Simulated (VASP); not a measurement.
SnSe: single point with r2SCAN

SnSe:

```
Sn Se
1.0
     0.00000    3.01000    3.01000
     3.05515    0.00000    3.01000
     3.05515    3.01000    0.00000
Sn Se
1 1
Cartesian
  0.0000 0.0000 0.0000
  3.0551 3.0100 3.0100
```

This cell differs from its parent crystal: strain +0.0150 x Voigt [1, 0, 0, 0, 0, 0].

```
Program                : VASP 6.6.1
Task                   : single point
Functional             : r2SCAN
Potentials or basis    : VASP PAW PBE potentials, release 64 (Sn_d, Se)
Cutoff                 : 520 eV
k mesh                 : 10 × 10 × 10
Occupations            : gaussian, width 0.05 eV
Spin                   : no spin polarisation
Dipole correction      : no
Further INCAR settings : ALGO = Normal; EDIFF = 1e-07; NBANDS = 17
```

* Pressure: -0.8 GPa
* Band gap on the k mesh: 0.39 eV

Stress tensor (GPa, compression positive):
```
-1.88  0.00  0.00
 0.00 -0.22  0.00
 0.00  0.00 -0.22
```

Levels at points of the mesh, in eV from the valence-band top:
| k point | band 8 | band 9 | band 10 | band 11 | band 12 | band 13 |
| --- | --- | --- | --- | --- | --- | --- |
| (0.00, 0.00, 0.00) | -2.65 | -2.65 | -2.50 | 4.05 | 4.41 | 4.41 |
| (0.50, 0.00, 0.00) | -2.35 | -2.32 | 0.00 | 0.39 | 1.10 | 1.17 |
| (0.50, 0.50, 0.00) | -5.86 | -4.13 | -3.96 | 3.14 | 5.15 | 5.53 |
| (0.00, 0.50, 0.50) | -5.82 | -4.01 | -4.01 | 3.19 | 5.42 | 5.42 |

Run time: 5.9 min on 1 thread of Intel Xeon 8259CL, with other jobs on the host, peak memory 0.25 GiB.

Caveat: the cell differs from its parent crystal (strain +0.0150 x Voigt [1, 0, 0, 0, 0, 0]); semilocal functionals underestimate gaps, and a narrow one can read as zero; the PAW data sets were made with another functional, which shifts forces and pressure a little; spin-orbit coupling is left out, which moves the levels of the heavy elements. A k mesh can miss the band edges.
